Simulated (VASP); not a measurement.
TiSe, 2 atoms in the cell. It takes space group Pm-3m (No. 221, cubic). The conventional cell has a = 3.403 Å, b = 3.403 Å, c = 3.403 Å, α = 90.00°, β = 90.00°, γ = 90.00°. Ti (site symmetry m-3m) has 8 Se at 2.95 Å and 6 Ti at 3.40 Å within 3.9 Å. Se (site symmetry m-3m) has 8 Ti at 2.95 Å and 6 Se at 3.40 Å within 3.9 Å. 

- Program: VASP 6.6.1
- Task: single point
- Functional: PBE
- Potentials or basis: VASP PAW PBE potentials, release 64 (Ti_sv, Se)
- Cutoff: 500 eV
- k mesh: 6 × 6 × 6
- Occupations: gaussian, width 0.05 eV
- Spin: collinear spin, zero start
- Starting moments: [0.0, 0.0] μB
- Hubbard terms: Ti d U = 7.0 eV
- Dipole correction: no
- Further INCAR settings: ALGO = Normal; EDIFF = 1e-06; NBANDS = 20

Potentials or basis: VASP PAW PBE potentials, release 64 (Ti_sv, Se).

The run is started by

```console
$ cat potpaw_PBE.64/Ti_sv/POTCAR potpaw_PBE.64/Se/POTCAR > POTCAR
$ mpirun -np 1 vasp_std > vasp.out
```

Hardware: 1 thread of Intel(R) Xeon(R) Platinum 8488C (Sapphire Rapids), on a shared host.

Task: How long does it take, and how much memory?

Result: Wall time 39 s on 1 thread of Intel(R) Xeon(R) Platinum 8488C (Sapphire Rapids), with other jobs on the host, peak memory 0.18 GiB. Counts: scf iterations 18, k points 20.
